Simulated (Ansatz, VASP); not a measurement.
**One calculation of MgI2, two programs**

```
CELL_PARAMETERS angstrom
0.00000 3.75572 3.75572
3.75572 0.00000 3.75572
3.75572 3.75572 0.00000
ATOMIC_POSITIONS crystal
Mg 0.00000 0.00000 0.00000
I 0.25000 0.25000 0.25000
I 0.75000 0.75000 0.75000
```

Alike in both runs: task single point; functional r2SCAN; k mesh 6 × 6 × 6; no spin polarisation.

```csv
,VASP,Ansatz
version,VASP 6.6.1,Ansatz 0.2.0
potentials or method,"VASP PAW PBE potentials, release 64 (Mg, I)","plane waves, PAW"
plane-wave cutoff (eV),520,500
occupations,"gaussian, width 0.01 eV",fixed
valence electrons in the cell,16,44
```

|  | VASP | Ansatz | Ansatz less VASP |
| --- | --- | --- | --- |
| gap on the k mesh at the Fermi level (eV) | 1.29 | 1.34 | +0.046 |
| pressure (GPa) | -0.1 | 0.0 | +0.09 |

VASP's potentials were made for PBE, not for r2SCAN. VASP's potentials hold 16 valence electrons a cell and Ansatz's 44, so a difference there can come from the potentials and not from the codes.

Spin-orbit coupling is off throughout.
